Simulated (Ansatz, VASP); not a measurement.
# Two plane-wave programs on SnGeO2

```
CELL_PARAMETERS angstrom
3.74830 0.00000 0.00000
0.00000 3.74830 0.00000
0.00000 0.00000 4.80733
ATOMIC_POSITIONS crystal
Sn 0.50000 0.50000 0.24054
Ge 0.00000 0.00000 0.78292
O 0.00000 0.50000 0.98827
O 0.50000 0.00000 0.98827
```

Alike in both runs: task single point; functional PBE; k mesh 4 × 4 × 4; occupations gaussian, width 0.1 eV; no spin polarisation.

```csv
,VASP,Ansatz
version,VASP 6.6.1,Ansatz 0.2.0
potentials or method,"VASP PAW PBE potentials, release 64 (Sn_d, Ge_d, O_h), cutoff 1340 eV","scalar-relativistic, plane waves, PAW"
valence electrons in the cell,40,40
```

VASP gave:

* gap on the k mesh at the Fermi level (eV): 1.17
* least direct gap on the mesh (eV): 2.21
* pressure (GPa): 0.3
* traceless stress, the component that is largest in VASP (GPa): 0.08
* rms of the force components (eV/Å): 0.028

Task: What did Ansatz give for the same quantities?

Result: gap on the k mesh at the Fermi level (eV): 1.17; least direct gap on the mesh (eV): 2.22; pressure (GPa): 0.1; traceless stress, the component that is largest in VASP (GPa): 0.08; rms of the force components (eV/Å): 0.005.

Atom by atom the forces differ by 0.027 eV/Å (rms over components). The functional is the same, so the differences come from potentials, cutoffs and numerics.
